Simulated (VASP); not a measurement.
## Ta: relaxation of cell and atoms with LDA

Ta:

```
Ta
1.0
    -1.65128    1.65128    1.65128
     1.65128   -1.65128    1.65128
     1.65128    1.65128   -1.65128
Ta
1
Direct
  0.00000 0.00000 0.00000
```

| Property | Result |
| --- | --- |
| Program | VASP 6.6.1 |
| Task | relaxation of cell and atoms |
| Functional | LDA |
| Potentials or basis | VASP PAW LDA potentials, release 64 (Ta_pv) |
| Cutoff | 600 eV |
| k mesh | 7 × 7 × 7 |
| Occupations | gaussian, width 0.1 eV |
| Spin | no spin polarisation |
| Dipole correction | no |
| Further INCAR settings | ALGO = Normal; EDIFF = 1e-06; IBRION = 2; EDIFFG = -0.02; NSW = 60; ISIF = 3 |

```
Relaxed volume                         : 17.44 Å³/atom
Relaxed cell                           : a = 2.830 Å, b = 2.830 Å, c = 2.830 Å, α = 109.47°, β = 109.47°, γ = 109.47°
Space group after relaxing (to 0.05 Å) : Im-3m (No. 229)
Energy gained by relaxing              : 12.9 meV/atom
Ionic steps                            : 4
Pressure after relaxing                : 0.0 GPa
```

The path:
```tsv
step	energy change (eV)	largest force (eV/Å)	pressure (GPa)	volume (Å³)
1	0.0000	0.0000	-7.02	18.01
2	0.0791	0.0000	21.86	16.03
3	-0.0129	0.0000	-0.35	17.47
4	-0.0129	0.0000	-0.04	17.44
```

Final structure:
```xyz
1
Lattice="-1.6337 1.6337 1.6337 1.6337 -1.6337 1.6337 1.6337 1.6337 -1.6337" Properties=species:S:1:pos:R:3 pbc="T T T"
Ta    0.0000    3.2673    0.0000
```

Levels at points of the mesh, in eV from the Fermi level:
| k point | band 3 | band 4 | band 5 | band 6 | band 7 | band 8 |
| --- | --- | --- | --- | --- | --- | --- |
| (0.00, 0.00, 0.00) | -32.64 | -7.78 | 0.82 | 0.82 | 0.82 | 4.20 |

It took 3.8 s on 1 thread of Intel(R) Xeon(R) 6975P-C (Granite Rapids), on a shared host, peak memory 0.14 GiB.

Caveat: the k points lie up to 0.39 Å⁻¹ apart in the final cell; spin-orbit coupling is left out, which moves the levels of the heavy elements. LDA usually gives volumes a few per cent too small.
